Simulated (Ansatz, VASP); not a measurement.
## Sr2TeO in VASP and in Ansatz

POSCAR

```
Sr2TeO
1.0
    2.0893177075      1.2062681408      7.1051128361
   -2.0893177075      1.2062681408      7.1051128361
    0.0000000000     -2.4125362817      7.1051128361
O Te Sr
1 1 2
Direct
    1.0000000000      0.0000000000      0.0000000000
    0.5000000000      0.5000000000      0.5000000000
    0.2681616538      0.2681616538      0.2681616538
    0.7318383462      0.7318383462      0.7318383462
```

Contents of INCAR.step1:

```
SYSTEM = Sr2TeO
PREC = Accurate ; ENCUT = 520
ISMEAR = 0 ; SIGMA = 0.01
LREAL = .False. ; LASPH = .True.
NELM = 100 ; NBANDS = 24
GGA = PE ; ALGO = Normal
EDIFF = 1E-4 ; LWAVE = .True.
LCHARG = .False.
```

INCAR.step2

```
SYSTEM = Sr2TeO
PREC = Accurate ; ENCUT = 520
EDIFF = 1E-6 ; ISMEAR = 0
SIGMA = 0.01 ; LREAL = .False.
LASPH = .True. ; NELM = 100
ALGO = Normal ; ISIF = 2
LWAVE = .False. ; LCHARG = .False.
METAGGA = R2SCAN ; LMIXTAU = .True.
NBANDS = 24 ; ISTART = 1
```

KPOINTS

```
regular mesh
0
Gamma
  6 6 6
  0 0 0
```

Input for Ansatz:

```yaml
crystal:
  lattice:
    - [2.0893177075, 1.2062681408, 7.1051128361]
    - [-2.0893177075, 1.2062681408, 7.1051128361]
    - [0.0, -2.4125362817, 7.1051128361]
  atoms:
    - { symbol: O, position: [1.0, 0.0, 0.0] }
    - { symbol: Te, position: [0.5, 0.5, 0.5] }
    - { symbol: Sr, position: [0.2681616538, 0.2681616538, 0.2681616538] }
    - { symbol: Sr, position: [0.7318383462, 0.7318383462, 0.7318383462] }
kpoints:
  mp_grid: { grid: [6, 6, 6] }
hamiltonian:
  xc: r2scan
scf:
  occupations: { method: fixed }
  n_extra_bands: 5
output:
  forces: true
  stress: true
  eigenvalues: true
```

Alike in both runs: task single point; functional r2SCAN; k mesh 6 × 6 × 6; no spin polarisation.

|  | VASP | Ansatz |
| --- | --- | --- |
| version | VASP 6.6.1 | Ansatz 0.2.0 |
| potentials or method | VASP PAW PBE potentials, release 64 (O, Te, Sr_sv) | plane waves, PAW |
| plane-wave cutoff (eV) | 520 | 500 |
| occupations | gaussian, width 0.01 eV | fixed |
| valence electrons in the cell | 32 | 42 |

|  | VASP | Ansatz | Ansatz less VASP |
| --- | --- | --- | --- |
| gap on the k mesh at the Fermi level (eV) | 1.46 | 1.49 | +0.030 |
| pressure (GPa) | -1.3 | -1.5 | -0.18 |
| traceless stress, the component that is largest in VASP (GPa) | -0.05 | -0.06 | -0.008 |
| rms of the force components (eV/Å) | 0.032 | 0.032 | -0.0004 |

VASP's potentials were made for PBE, not for r2SCAN. Atom by atom the forces differ by 0.000 eV/Å (rms over components). VASP's potentials hold 32 valence electrons a cell and Ansatz's 42, so a difference there can come from the potentials and not from the codes.

Spin-orbit coupling is off throughout.
